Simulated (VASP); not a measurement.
# Pd (I4/mmm) in VASP: further runs, part 2 of 2

VASP 6.6.1. The steps go on from the part before.

**3. Single point, PBE (strain +0.000 along x and y, -0.050 along z)**

Contents of INCAR:

```
  PREC = Accurate
  ENCUT = 520
  EDIFF = 1E-6
  ISMEAR = 0
  SIGMA = 0.15
  LREAL = False
  LASPH = True
  NELM = 60
  ALGO = Normal
  ISIF = 2
  LWAVE = False
  LCHARG = False
  GGA = PE
  NBANDS = 11
```

Contents of KPOINTS:

```
Automatic mesh
0
Gamma
  8 8 8
```

Contents of POSCAR:

```
Pd
1.0
    0.0000000000      1.9449000000      1.8476550000
    1.9449000000      0.0000000000      1.8476550000
    1.9449000000      1.9449000000      0.0000000000
Pd
1
Direct
    0.0000000000      0.0000000000      0.0000000000
```

Potentials or basis: VASP PAW PBE potentials, release 64 (Pd).

Launch:

```
$ cat potpaw_PBE.64/Pd/POTCAR > POTCAR
$ mpirun -np 1 vasp_std > vasp.out
```

OUTCAR:

```text
PREC = Accurate
   ENCUT = 520
   EDIFF = 1E-6
   ISMEAR = 0
   LREAL = False
   LASPH = True
   NELM = 60
   ISIF = 2
   GGA = PE

 ion  position               nearest neighbor table
   1  0.000  0.000  0.000-

  LATTYP: Found a body centered tetragonal cell.
 ALAT       =     2.7505039575
 C/A-ratio  =     1.3435028843

  Lattice vectors:

 A1 = (   0.0000000000,  -1.9449000000,  -1.8476550000)
 A2 = (   0.0000000000,   1.9449000000,  -1.8476550000)
 A3 = (   1.9449000000,   0.0000000000,   1.8476550000)

Analysis of symmetry for initial positions (statically):
=====================================================================
 Subroutine PRICEL returns:
 Original cell was already a primitive cell.

 Routine SETGRP: Setting up the symmetry group for a
 body centered tetragonal supercell.

 Subroutine GETGRP returns: Found 16 space group operations
 (whereof 16 operations were pure point group operations)
 out of a pool of 16 trial point group operations.

The static configuration has the point symmetry D_4h.

Analysis of symmetry for dynamics (positions and initial velocities):
=====================================================================
 Subroutine PRICEL returns:
 Original cell was already a primitive cell.

 Routine SETGRP: Setting up the symmetry group for a
 body centered tetragonal supercell.

 Subroutine GETGRP returns: Found 16 space group operations
 (whereof 16 operations were pure point group operations)
 out of a pool of 16 trial point group operations.

The dynamic configuration has the point symmetry D_4h.

 Subroutine INISYM returns: Found 16 space group operations
 (whereof 16 operations are pure point group operations),
 and found     1 'primitive' translations

----------------------------------------------------------------------------------------

                                     Primitive cell

[... 107 lines left out ...]
     AMIX     =   0.40;   BMIX     =  1.00
     AMIX_MAG =   1.60;   BMIX_MAG =  1.00
  volume/ion in A,a.u.               =      13.98        94.33
  Fermi-wavevector in a.u.,A,eV,Ry     =   1.464175  2.766890 29.168289  2.143809
  Thomas-Fermi vector in A             =   2.580182
   LORBIT       =      0    0 simple, 1 ext, 2 COOP (PROOUT), +10 PAW based schemes
   GGA     = PE    functional components
   LHFCALC =     F    Hartree Fock is set to
   AEXX    =    0.0000 exact exchange contribution
   IVDW    =     0    specifies the selected vdW correction
   LEPSILON=     F    determine dielectric tensor
   LRPA    =     F    only Hartree local field effects (RPA)
 non-spin polarized calculation
 Gauss-broadening in eV      SIGMA  =   0.15
  energy-cutoff  :      520.00
  volume of cell :       13.98
 maximum number of plane-waves:       392
   NGX =  9   NGY =  9   NGZ = 11

 number of electron      10.0000004 magnetization

 Free energy of the ion-electron system (eV)
  ---------------------------------------------------
  ext. energy  EPLUGINS =         0.00000000
  ---------------------------------------------------
  free energy    TOTEN  =        -5.12590432 eV

  energy without entropy =       -5.10319256  energy(sigma->0) =       -5.11454844

 E-fermi :  10.8297     XC(G=0): -13.5173

 val. band max:       10.8134554008   @ k =  -0.3750   0.3750   0.1250
 cond. band min:      10.8495215980   @ k =  -0.2500   0.3750   0.2500
 fundamental gap:      0.0360661972
 Fermi energy:        10.8297156443

 k-point     1 :       0.0000    0.0000    0.0000
  band No.  band energies     occupation
      1       3.1567      2.00000
      2       7.5064      2.00000
      3       7.5064      2.00000
      4       7.9993      2.00000
      5       9.1372      2.00000
      6       9.6631      2.00000
      7      27.9730      0.00000
      8      32.5514      0.00000
      9      32.5514      0.00000
     10      33.9636      0.00000
     11      36.8396      0.00000
[... 309 lines left out ...]
 k-point    24 :       0.3750   -0.0000    0.1250
  band No.  band energies     occupation
      1       5.4961      2.00000
      2       7.4338      2.00000
      3       7.7171      2.00000
      4       8.3575      2.00000
      5      10.4500      1.99966
      6      10.8976      0.52196
      7      22.9901      0.00000
      8      28.4891      0.00000
      9      31.2872      0.00000
     10      32.6774      0.00000
     11      36.8959      0.00000

 [... further k-points ...]
[... 5 lines left out ...]
  --------------------------------------------------------------------------------------
  -------------------------------------------------------------------------------------
  Total        1.7184311      1.7184311      1.9401129      0.0000000      0.0000000      0.0000000
  in kB      196.9687212    196.9687212    222.3781709      0.0000000      0.0000000      0.0000000
  external PRESSURE =     205.4385378 kB  Pullay stress =       0.0000000 kB

 VOLUME and BASIS-vectors are now :
 -----------------------------------------------------------------------------
  energy-cutoff  :      520.00
  volume of cell :       13.98
      direct lattice vectors                 reciprocal lattice vectors
     0.000000000  1.944900000  1.847655000    -0.257082626  0.257082626  0.270613291
     1.944900000  0.000000000  1.847655000     0.257082626 -0.257082626  0.270613291
     1.944900000  1.944900000  0.000000000     0.257082626  0.257082626 -0.270613291

 POSITION                                       TOTAL-FORCE (eV/Angst)
 -----------------------------------------------------------------------------------
      0.00000      0.00000      0.00000         0.000000      0.000000     -0.000000
 -----------------------------------------------------------------------------------
    total drift:                               -0.000000     -0.000000     -0.000000

  FREE ENERGIE OF THE ION-ELECTRON SYSTEM (eV)
  ---------------------------------------------------
  free  energy   TOTEN  =        -5.1259043159 eV

  energy  without entropy=       -5.1031925557  energy(sigma->0) =       -5.11454844
```

OSZICAR:

```text
N       E                     dE             d eps       ncg     rms          rms(c)
DAV:   1     0.448811101423E+02    0.44881E+02   -0.52099E+03  1298   0.856E+02
DAV:   2    -0.487214500009E+01   -0.49753E+02   -0.48061E+02  1445   0.185E+02
DAV:   3    -0.540284631706E+01   -0.53070E+00   -0.52977E+00  1560   0.211E+01
DAV:   4    -0.540494922477E+01   -0.21029E-02   -0.21026E-02  1600   0.137E+00
DAV:   5    -0.540496742310E+01   -0.18198E-04   -0.18197E-04  1708   0.116E-01    0.913E+00
DAV:   6    -0.514183819234E+01    0.26313E+00   -0.10298E+00  1601   0.837E+00    0.463E+00
DAV:   7    -0.513040407901E+01    0.11434E-01   -0.23519E-02  1689   0.939E-01    0.236E+00
DAV:   8    -0.512590923939E+01    0.44948E-02   -0.13511E-03  1622   0.315E-01    0.413E-02
DAV:   9    -0.512590087172E+01    0.83677E-05   -0.98491E-05  1715   0.829E-02    0.140E-02
DAV:  10    -0.512590483560E+01   -0.39639E-05   -0.28799E-06  1615   0.154E-02    0.449E-03
DAV:  11    -0.512590431594E+01    0.51966E-06   -0.53992E-07  1099   0.588E-03
   1 F= -.51259043E+01 E0= -.51145484E+01  d E =-.227118E-01
```

Run time: 5.4 s. Hardware: 1 thread of AMD EPYC 9R14 (Zen 4), shared host; peak memory 0.1 GiB.

What came out:

```yaml
Free_energy: -5.1259 eV
Pressure: 20.5 GPa
Band_gap_on_the_k_mesh: zero (band 5 reaches 11.25 eV, above the bottom of band 6 at 9.35 eV)
```

Stress tensor (GPa, compression positive):
```
19.70  0.00  0.00
 0.00 19.70  0.00
 0.00  0.00 22.24
```

Caveat: the cell differs from its parent crystal (strain +0.000 along x and y, -0.050 along z).

**4. Single point, PBE (strain +0.025 along x and y, -0.050 along z)**

Contents of INCAR:

```
PREC = Accurate
ENCUT = 520
EDIFF = 1E-7
ISMEAR = 0
SIGMA = 0.15
LREAL = False
LASPH = True
NELM = 100
ALGO = Fast
ISIF = 2
LWAVE = False
LCHARG = False
GGA = PE
NBANDS = 11
```

Contents of KPOINTS:

```
regular mesh
0
Gamma
  8 8 8
```

Contents of POSCAR:

```
Pd
1.0
    0.0000000000      1.9935225000      1.8476550000
    1.9935225000      0.0000000000      1.8476550000
    1.9935225000      1.9935225000      0.0000000000
Pd
1
Direct
    0.0000000000      0.0000000000      0.0000000000
```

Launch:

```
$ cat potpaw_PBE.64/Pd/POTCAR > POTCAR
$ mpirun -np 1 vasp_std > vasp.out
```

It took 12 s on 1 thread of AMD EPYC 7R43 (Zen 3), shared host; peak memory 0.09 GiB.

Results (log left out):

```yaml
Free_energy: -5.1859 eV
Pressure: 8.8 GPa
Band_gap_on_the_k_mesh: zero (band 5 reaches 10.39 eV, above the bottom of band 6 at 8.60 eV)
```

Stress tensor (GPa, compression positive):
```
 7.89  0.00  0.00
 0.00  7.89  0.00
 0.00  0.00 10.55
```

Levels at points of the mesh, in eV from the Fermi level:
| k point | band 3 | band 4 | band 5 | band 6 | band 7 | band 8 |
| --- | --- | --- | --- | --- | --- | --- |
| (0.00, 0.00, 0.00) | -3.12 | -2.45 | -1.68 | -0.98 | 17.20 | 21.29 |
| (0.50, 0.00, 0.00) | -2.61 | -0.26 | 0.08 | 0.93 | 7.32 | 16.31 |
| (0.50, 0.50, 0.00) | -0.12 | 0.25 | 0.25 | 4.33 | 12.15 | 12.21 |
| (0.50, 0.00, 0.50) | -0.16 | -0.02 | 0.44 | 2.78 | 10.07 | 13.42 |

Caveat: the cell differs from its parent crystal (strain +0.025 along x and y, -0.050 along z).

**5. Single point, PBE (strain +0.050 along x and y, -0.050 along z)**

Contents of INCAR:

```
SYSTEM = Pd
ALGO = Fast
EDIFF = 1E-6
ENCUT = 520
GGA = PE
ISIF = 2
ISMEAR = 0
LASPH = .True.
LCHARG = .False.
LREAL = .False.
LWAVE = .False.
NBANDS = 11
NELM = 80
PREC = Accurate
SIGMA = 0.15
```

Contents of KPOINTS:

```
k-points
0
Gamma
  8 8 8
  0 0 0
```

Contents of POSCAR:

```
Pd
1.0
    0.0000000000      2.0421450000      1.8476550000
    2.0421450000      0.0000000000      1.8476550000
    2.0421450000      2.0421450000      0.0000000000
Pd
1
Direct
    0.0000000000      0.0000000000      0.0000000000
```

Launch:

```
$ cat potpaw_PBE.64/Pd/POTCAR > POTCAR
$ mpirun -np 1 vasp_std > vasp.out
```

Run time: 11 s. Hardware: 1 thread of AMD EPYC 7R43 (Zen 3), shared host; peak memory 0.1 GiB.

The run converged. Its results:

* Free energy: -5.2005 eV
* Pressure: -0.2 GPa
* Band gap on the k mesh: zero (band 5 reaches 9.59 eV, above the bottom of band 6 at 7.99 eV)

Stress tensor (GPa, compression positive):
```
-1.07  0.00  0.00
 0.00 -1.07  0.00
 0.00  0.00  1.65
```

Levels at points of the mesh, in eV from the Fermi level:
```csv
k point,band 2,band 3,band 4,band 5,band 6,band 7,band 8,band 9
"(0.00, 0.00, 0.00)",-2.92,-2.92,-2.12,-1.67,-0.83,17.26,20.88,20.88
"(0.50, 0.00, 0.00)",-3.15,-2.29,-0.29,0.13,1.06,6.98,16.16,19.58
"(0.50, 0.50, 0.00)",-4.83,-0.09,0.24,0.24,4.66,11.70,11.70,12.08
"(0.50, 0.00, 0.50)",-4.75,-0.17,-0.09,0.45,2.68,9.41,13.32,13.89
```

Caveat: the cell differs from its parent crystal (strain +0.050 along x and y, -0.050 along z).

**6. Single point, PBE (strain +0.050 along x and y, -0.025 along z)**

Contents of INCAR:

```
SYSTEM = Pd
PREC = Accurate
ENCUT = 520
EDIFF = 1E-6
ISMEAR = 0
SIGMA = 0.15
LREAL = .False.
LASPH = .True.
NELM = 100
ALGO = Normal
ISIF = 2
LWAVE = .False.
LCHARG = .True.
GGA = PE
LELF = .True.
LVHAR = .True.
NBANDS = 11
```

Contents of KPOINTS:

```
Automatic mesh
0
Gamma
  8 8 8
  0 0 0
```

Contents of POSCAR:

```
Pd
1.0
    0.0000000000      2.0421450000      1.8962775000
    2.0421450000      0.0000000000      1.8962775000
    2.0421450000      2.0421450000      0.0000000000
Pd
1
Direct
    0.0000000000      0.0000000000      0.0000000000
```

Potentials or basis: VASP PAW PBE potentials, release 64 (Pd).

Launch:

```
$ cat potpaw_PBE.64/Pd/POTCAR > POTCAR
$ mpirun -np 1 vasp_std > vasp.out
```

Wall time 12 s (1 thread of AMD EPYC 7R43 (Zen 3), shared host); peak memory 0.11 GiB.

The run converged. Its results:

- Free energy: -5.1989 eV
- Pressure: -4.3 GPa
- Band gap on the k mesh: zero (band 5 reaches 9.11 eV, above the bottom of band 6 at 7.53 eV)

Stress tensor (GPa, compression positive):
```
-4.99  0.00  0.00
 0.00 -4.99  0.00
 0.00  0.00 -2.91
```

Levels at points of the mesh, in eV from the Fermi level:
```tsv
k point	band 2	band 3	band 4	band 5	band 6	band 7	band 8	band 9
(0.00, 0.00, 0.00)	-2.76	-2.76	-2.18	-1.49	-0.88	17.15	20.92	20.92
(0.50, 0.00, 0.00)	-2.93	-2.32	-0.23	0.06	1.10	6.75	16.22	19.57
(0.50, 0.50, 0.00)	-4.63	-0.11	0.22	0.22	4.26	11.31	11.87	11.87
(0.50, 0.00, 0.50)	-4.60	-0.14	-0.02	0.37	2.84	9.38	13.07	13.43
```

Caveat: the cell differs from its parent crystal (strain +0.050 along x and y, -0.025 along z).

**7. Summary**

| cell | gap on the mesh (eV) | pressure (GPa) |
| --- | --- | --- |
| a = 2.754, b = 2.754, c = 2.613 Å, angles 61.7, 61.7, 56.6°, 1 atom | none | 21.7 |
| a = 2.683, b = 2.683, c = 2.751 Å, angles 59.2, 59.2, 61.7°, 1 atom | none | 20.5 |
| a = 2.718, b = 2.718, c = 2.819 Å, angles 58.8, 58.8, 62.5°, 1 atom | none | 8.8 |
| a = 2.754, b = 2.754, c = 2.888 Å, angles 58.4, 58.4, 63.2°, 1 atom | none | -0.2 |
| a = 2.787, b = 2.787, c = 2.888 Å, angles 58.8, 58.8, 62.4°, 1 atom | none | -4.3 |

Alike in all rows: task single point; level PBE; potentials or basis VASP PAW PBE potentials, release 64 (Pd); no spin polarisation; k mesh 8 × 8 × 8; cutoff (eV) 520; smearing gaussian 0.15 eV.

Total energies depend on the potentials used, so only differences within one code and one set of settings carry meaning.
